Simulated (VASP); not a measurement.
A run of VASP 6.6.1 is set up as follows.

INCAR

```
SYSTEM = AgCl
ALGO = Normal
EDIFF = 1E-6
ENCUT = 520
GGA = CA
ISIF = 2
ISMEAR = 0
LASPH = .TRUE.
LCHARG = .TRUE.
LELF = .TRUE.
LREAL = .FALSE.
LVHAR = .TRUE.
LWAVE = .FALSE.
NBANDS = 16
NELM = 80
PREC = Accurate
SIGMA = 0.05
```

File KPOINTS:

```
k-points
0
G
  10 10 10
  0 0 0
```

File POSCAR:

```
AgCl
1.0
    0.0000000000      2.6773114500      2.6773114500
    2.6773114500      0.0000000000      2.6773114500
    2.6773114500      2.6773114500      0.0000000000
Ag Cl
1 1
Direct
    0.5185353529      0.4814646471      0.5185353529
   -0.0563998634      0.0563998634     -0.0563998634
```

Potentials or basis: VASP PAW LDA potentials, release 64 (Ag, Cl).

Run with:

```bash
$ cat potpaw_LDA.64/Ag/POTCAR potpaw_LDA.64/Cl/POTCAR > POTCAR
$ mpirun -np 1 vasp_std > vasp.out
```

(1) Estimate the band gap on the k mesh.

(2) Estimate the largest force.

(3) What does it give for the pressure?

## Answers

(1) 0.95 eV, indirect (least direct gap 1.87 eV).

(2) 1.589 eV/Å.

(3) 4.7 GPa.

Caveat: forces of over 1 eV/Å act on the atoms, so gaps and moduli don't describe the material at rest.
